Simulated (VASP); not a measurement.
The system is KMgF3.

```xyz
5
Lattice="3.9802 0.0000 0.0000 0.0000 3.9802 0.0000 0.0000 0.0000 3.9802" Properties=species:S:1:pos:R:3 pbc="T T T"
K     0.0000    0.0000    0.0000
Mg    1.9901    1.9901    1.9901
F     1.9901    1.9901    0.0000
F     1.9901    0.0000    1.9901
F     0.0000    1.9901    1.9901
```

Base run:

* Program: VASP 6.6.1
* Functional: r2SCAN
* Potentials or basis: VASP PAW PBE potentials, release 64 (K_sv, Mg, F)
* Cutoff: 520 eV
* k mesh: 6 × 6 × 6
* Occupations: gaussian, width 0.01 eV
* Spin: no spin polarisation

Its results: band gap on the k mesh 8.28 eV (least direct gap 8.60 eV); pressure -0.6 GPa.

Q: The run is repeated on the same cell with these changes: functional from r2SCAN to LDA; potentials or basis from VASP PAW PBE potentials, release 64 (K_sv, Mg, F) to VASP PAW LDA potentials, release 64 (K_sv, Mg, F). What comes out?

A: Band gap on the k mesh 6.99 eV (least direct gap 7.31 eV); pressure -5.0 GPa.

Caveats: the PAW data sets were made with another functional, which shifts forces and pressure a little (at least some runs); the cell stands under tension (at least some runs).

A k mesh can miss the band edges.
